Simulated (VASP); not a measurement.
Input of a VASP 6.6.1 run:

INCAR

```
PREC = Accurate ; ENCUT = 520
EDIFF = 1E-6 ; ISMEAR = 0
SIGMA = 0.1 ; LREAL = F
LASPH = T ; NELM = 100
ALGO = Fast ; ISIF = 2
LWAVE = F ; LCHARG = F
GGA = PS ; NBANDS = 18
```

Contents of KPOINTS:

```
Automatic mesh
0
Gamma
  16 16 6
```

File POSCAR:

```
Al3Cu
1.0
    2.8062730438      0.0000000000      0.0000000000
    0.0000000000      2.8062730438      0.0000000000
    0.0000000000      0.0000000000      7.6833472542
Al Cu
3 1
Direct
    0.0000000000      0.0000000000      0.5000000000
    0.5000000000      0.5000000000      0.2192985490
    0.5000000000      0.5000000000      0.7807014510
    0.0000000000      0.0000000000      0.0000000000
```

Potentials or basis: VASP PAW PBE potentials, release 64 (Al, Cu).

Command:

```console
$ cat potpaw_PBE.64/Al/POTCAR potpaw_PBE.64/Cu/POTCAR > POTCAR
$ mpirun -np 1 vasp_std > vasp.out
```

Q: Estimate the pressure.

A: -2.6 GPa.

Q: What does it give for the band gap on the k mesh?

A: Zero (band 10 reaches 12.16 eV, above the bottom of band 11 at 6.16 eV).

Q: What does it give for the largest force?

A: 0.021 eV/Å.

Forces on the atoms (eV/Å):
```
Al   0.000  0.000  0.000
Al   0.000  0.000  0.021
Al   0.000  0.000 -0.021
Cu   0.000  0.000  0.000
```

Caveat: the PAW data sets were made with another functional, which shifts forces and pressure a little.
